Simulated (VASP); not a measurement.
# BiS2 in VASP: single point with PBEsol

Aim: the single point of BiS2 with PBEsol.

Program: VASP 6.6.1. These are calculated values, not measurements. Logs are shortened: lines on timing, memory, paths and dates and some standing lists are left out, and cuts for length are marked.

## Step 1: The cell of the first run

The typed cell holds 6 atoms: a = 5.823 Å, b = 5.824 Å, c = 5.888 Å, α = 99.13°, β = 101.55°, γ = 129.57°.

## Step 2: Single point, PBEsol

Contents of INCAR:

```
SYSTEM = BiS2
  PREC = Accurate
  ENCUT = 520
  EDIFF = 1E-6
  ISMEAR = -1
  SIGMA = 0.05
  LREAL = .False.
  LASPH = .True.
  NELM = 80
  ALGO = Normal
  ISIF = 2
  LWAVE = .False.
  LCHARG = .False.
  GGA = PS
  NBANDS = 36
```

Contents of KPOINTS:

```
regular mesh
0
Gamma
  4 4 4
  0 0 0
```

Contents of POSCAR:

```
BiS2
1.0
   -3.7732839736      3.6766537399      2.4807471975
    3.7717810938     -3.6788470572      2.4809241971
    3.8243828943      3.7291423020     -2.4776236418
Bi S
2 4
Direct
    0.0004423385     -0.0056055781     -0.0036791168
    0.9216429214      0.4157283391      0.4961789001
    0.4042601049      0.3877173987      0.5040699013
    1.0362339602      0.5197119575      1.0041699162
    0.5177869121      0.0223353266     -0.0116453167
    0.8858337795     -0.1096424263      0.4883028800
```

Potentials or basis: VASP PAW PBE potentials, release 64 (Bi_d, S).

On the command line:

```bash
> cat potpaw_PBE.64/Bi_d/POTCAR potpaw_PBE.64/S/POTCAR > POTCAR
> mpirun -np 1 vasp_std > vasp.out
```

OUTCAR:

```text
SYSTEM = BiS2
   PREC = Accurate
   ENCUT = 520
   EDIFF = 1E-6
   ISMEAR = -1
   LREAL = .False.
   LASPH = .True.
   NELM = 80
   ISIF = 2
   GGA = PS

 ion  position               nearest neighbor table
   1  0.000  0.994  0.996-   3 2.80   6 2.81   4 2.91   5 2.91   5 2.92   4 2.92   6 3.17   3 3.17
                             2 3.82   2 3.82
   2  0.922  0.416  0.496-   5 2.80   4 2.81   6 2.91   3 2.91   3 2.92   6 2.92   4 3.17   5 3.17
                             1 3.82   1 3.82
   3  0.404  0.388  0.504-   6 2.48   6 2.48   1 2.80   2 2.91   2 2.92   1 3.17
   4  0.036  0.520  0.004-   5 2.48   5 2.48   2 2.81   1 2.91   1 2.92   2 3.17
   5  0.518  0.022  0.988-   4 2.48   4 2.48   2 2.80   1 2.91   1 2.92   2 3.17
   6  0.886  0.890  0.488-   3 2.48   3 2.48   1 2.81   2 2.91   2 2.92   1 3.17

  LATTYP: Found a triclinic cell.
 ALAT       =     9.1190616398
 B/A-ratio  =     0.5440989767
 C/A-ratio  =     0.8121420030
 COS(alpha) =     0.0000223698
 COS(beta)  =     0.4004578340
 COS(gamma) =     0.8162111431

  Lattice vectors:

 A1 = (   3.7702782140,  -3.6810403745,   7.4425955917)
 A2 = (  -0.0015028798,  -0.0021933173,   4.9616713946)
 A3 = (  -0.0510989207,  -7.4057960419,  -0.0031235557)

Analysis of symmetry for initial positions (statically):
=====================================================================
 Subroutine PRICEL returns:
 Original cell was already a primitive cell.

 Routine SETGRP: Setting up the symmetry group for a
 triclinic supercell.

 Subroutine GETGRP returns: Found  1 space group operations
 (whereof  1 operations were pure point group operations)
 out of a pool of  2 trial point group operations.

The static configuration has the point symmetry C_1 .

Analysis of symmetry for dynamics (positions and initial velocities):
=====================================================================
 Subroutine PRICEL returns:
 Original cell was already a primitive cell.

 Routine SETGRP: Setting up the symmetry group for a
 triclinic supercell.

 Subroutine GETGRP returns: Found  1 space group operations
 (whereof  1 operations were pure point group operations)
 out of a pool of  2 trial point group operations.

The dynamic configuration has the point symmetry C_1 .

 Subroutine INISYM returns: Found  1 space group operations
[... 97 lines left out ...]
   ISTART =      0    job   : 0-new  1-cont  2-samecut
   ICHARG =      2    charge: 1-file 2-atom 10-const
   ISPIN  =      1    spin polarized calculation?
   LNONCOLLINEAR =      F non collinear calculations
   LSORBIT =      F    spin-orbit coupling
   LASPH  =      T    aspherical Exc in radial PAW
   ENCUT  =  520.0 eV  38.22 Ry    6.18 a.u.  10.83 10.83 10.95*2*pi/ulx,y,z
   NELM   =     80;   NELMIN=  2; NELMDL= -5     # of ELM steps
   EDIFF  = 0.1E-05   stopping-criterion for ELM
   LREAL  =      F    real-space projection
[... 7 lines left out ...]
   TEBEG  =    0.0;   TEEND  =   0.0 temperature during run
   PSTRESS=    0.0 pullay stress
   NELECT =      54.0000    total number of electrons
   NUPDOWN=      -1.0000    fix difference up-down
   EMIN   =  10.00;   EMAX   =-10.00  energy-range for DOS
   EFERMI =   0.00;   METHOD = LEGACY
   ISMEAR =    -1;   SIGMA  =   0.05  broadening in eV -4-tet -1-fermi 0-gaus
   EFERMI_NEDOS =   21; number of points for ismear=-14 and -15
   IALGO  =     38    algorithm
   IMIX   =      4    mixing-type and parameters
     AMIX     =   0.40;   BMIX     =  1.00
     AMIX_MAG =   1.60;   BMIX_MAG =  1.00
  volume/ion in A,a.u.               =      23.26       156.96
  Fermi-wavevector in a.u.,A,eV,Ry     =   1.192957  2.254361 19.363068  1.423145
  Thomas-Fermi vector in A             =   2.328982
   LORBIT       =      0    0 simple, 1 ext, 2 COOP (PROOUT), +10 PAW based schemes
   GGA     = PS    functional components
   LHFCALC =     F    Hartree Fock is set to
   AEXX    =    0.0000 exact exchange contribution
   IVDW    =     0    specifies the selected vdW correction
   LEPSILON=     F    determine dielectric tensor
   LRPA    =     F    only Hartree local field effects (RPA)
 non-spin polarized calculation
  energy-cutoff  :      520.00
  volume of cell :      139.55
 maximum number of plane-waves:      3784
 NGX is ok and might be reduce to    48
   NGX = 21   NGY = 21   NGZ = 21

 number of electron      54.0000002 magnetization

 Free energy of the ion-electron system (eV)
  ---------------------------------------------------
  ext. energy  EPLUGINS =         0.00000000
  ---------------------------------------------------
  free energy    TOTEN  =       -26.66187541 eV

  energy without entropy =      -26.65347466  energy(sigma->0) =      -26.65767504

 E-fermi :   6.7848     XC(G=0): -10.0982

 val. band max:        6.7364230946   @ k =   0.5000   0.5000   0.2500
 cond. band min:       6.9313805392   @ k =   0.2500   0.5000   0.0000
 fundamental gap:      0.1949574446
 Fermi energy:         6.7847717219

 k-point     1 :       0.0000    0.0000    0.0000
  band No.  band energies     occupation
      1     -16.8933      2.00000
      2     -16.8704      2.00000
      3     -16.8400      2.00000
      4     -16.8357      2.00000
      5     -16.8327      2.00000
      6     -16.8188      2.00000
[... 925 lines left out ...]
     35      10.8412      0.00000
     36      10.9560      0.00000

 [... further k-points ...]

------------------------ aborting loop because EDIFF is reached ----------------------------------------

  FORCE on cell =-STRESS in cart. coord.  units (eV):
  Direction    XX          YY          ZZ          XY          YZ          ZX
  --------------------------------------------------------------------------------------
  -------------------------------------------------------------------------------------
  Total       -0.0205232     -0.0119752      0.0256398     -0.0104907      0.0041913     -0.0017480
  in kB       -0.2356192     -0.1374835      0.2943619     -0.1204400      0.0481191     -0.0200684
  external PRESSURE =      -0.0262469 kB  Pullay stress =       0.0000000 kB

 VOLUME and BASIS-vectors are now :
 -----------------------------------------------------------------------------
  energy-cutoff  :      520.00
  volume of cell :      139.55
      direct lattice vectors                 reciprocal lattice vectors
    -3.773283974  3.676653740  2.480747197    -0.000981128  0.134951112  0.201604346
     3.771781094 -3.678847057  2.480924197     0.131564378 -0.000992798  0.201584399
     3.824382894  3.729142302 -2.477623642     0.130757277  0.134127126  0.000098897

 POSITION                                       TOTAL-FORCE (eV/Angst)
 -----------------------------------------------------------------------------------
      7.55928      0.05882     -0.00039        -0.000644     -0.002187     -0.001770
     -0.01201      3.70948      2.08841         0.000038      0.001731      0.001422
      1.86475      1.93972      0.71587         0.004618      0.003796     -0.000968
      1.83947     -1.76317      1.36892         0.002110      0.002183      0.001185
      1.91033      5.50727     -1.10886        -0.003761     -0.002818      0.001050
      1.88319      1.80237      3.19661        -0.002360     -0.002706     -0.000919
 -----------------------------------------------------------------------------------
    total drift:                                0.000140     -0.000185     -0.000022

  FREE ENERGIE OF THE ION-ELECTRON SYSTEM (eV)
  ---------------------------------------------------
  free  energy   TOTEN  =       -26.6618754113 eV

  energy  without entropy=      -26.6534746609  energy(sigma->0) =      -26.65767504
```

OSZICAR:

```text
N       E                     dE             d eps       ncg     rms          rms(c)
DAV:   1     0.549931352576E+03    0.54993E+03   -0.25481E+04  2592   0.158E+03
DAV:   2     0.466984158360E+02   -0.50323E+03   -0.48570E+03  2708   0.416E+02
DAV:   3    -0.234977606227E+02   -0.70196E+02   -0.67764E+02  3164   0.162E+02
DAV:   4    -0.272772028390E+02   -0.37794E+01   -0.37319E+01  3132   0.382E+01
DAV:   5    -0.274307857588E+02   -0.15358E+00   -0.15334E+00  3824   0.809E+00    0.152E+01
DAV:   6    -0.266926367966E+02    0.73815E+00   -0.12028E+00  3640   0.705E+00    0.949E+00
DAV:   7    -0.266706725748E+02    0.21964E-01   -0.40817E-01  3156   0.269E+00    0.223E+00
DAV:   8    -0.266618295360E+02    0.88430E-02   -0.75854E-02  3128   0.181E+00    0.363E-01
DAV:   9    -0.266618196871E+02    0.98489E-05   -0.60032E-03  3168   0.471E-01    0.159E-01
DAV:  10    -0.266618554174E+02   -0.35730E-04   -0.58977E-04  3304   0.115E-01    0.456E-02
DAV:  11    -0.266618813003E+02   -0.25883E-04   -0.14373E-04  3548   0.877E-02    0.158E-02
DAV:  12    -0.266618745592E+02    0.67411E-05   -0.25134E-05  3312   0.379E-02    0.799E-03
DAV:  13    -0.266618755638E+02   -0.10046E-05   -0.49919E-06  2640   0.100E-02    0.598E-03
DAV:  14    -0.266618754113E+02    0.15244E-06   -0.40960E-07  1668   0.482E-03
   1 F= -.26661875E+02 E0= -.26657675E+02  d E =-.840075E-02
```

stdout:

```text
POSCAR found type information on POSCAR BiS
 POSCAR found :  2 types and       6 ions
 scaLAPACK will be used
 -----------------------------------------------------------------------------
|                                                                             |
|                                                                             |
|     You enforced a specific xc type in the INCAR file but a different       |
|     I HOPE YOU KNOW WHAT YOU ARE DOING!                                     |
|                                                                             |
 -----------------------------------------------------------------------------

 LDA part: xc-table for (Slater+PW92), standard interpolation
 POSCAR, INCAR and KPOINTS ok, starting setup
 FFT: planning ... GRIDC
 FFT: planning ... GRID_SOFT
 FFT: planning ... GRID
 WAVECAR not read
 entering main loop
```

Wall time 8.6 min (1 thread of AMD EPYC 7R13, shared host); peak memory 0.36 GiB.

What came out:

```
Free energy            : -26.6619 eV
Pressure               : 0.0 GPa
Largest force          : 0.006 eV/Å
Band gap on the k mesh : zero (band 27 reaches 9.16 eV, above the bottom of band 28 at 5.04 eV)
```

Forces in eV/Å, atoms in the order of the input:
```
Bi  -0.001 -0.002 -0.002
Bi   0.000  0.002  0.001
S    0.005  0.004 -0.001
S    0.002  0.002  0.001
S   -0.004 -0.003  0.001
S   -0.002 -0.003 -0.001
```

Caveat: the k points lie up to 0.38 Å⁻¹ apart; the PAW data sets were made with another functional, which shifts forces and pressure a little; spin-orbit coupling is left out, which moves the levels of the heavy elements.
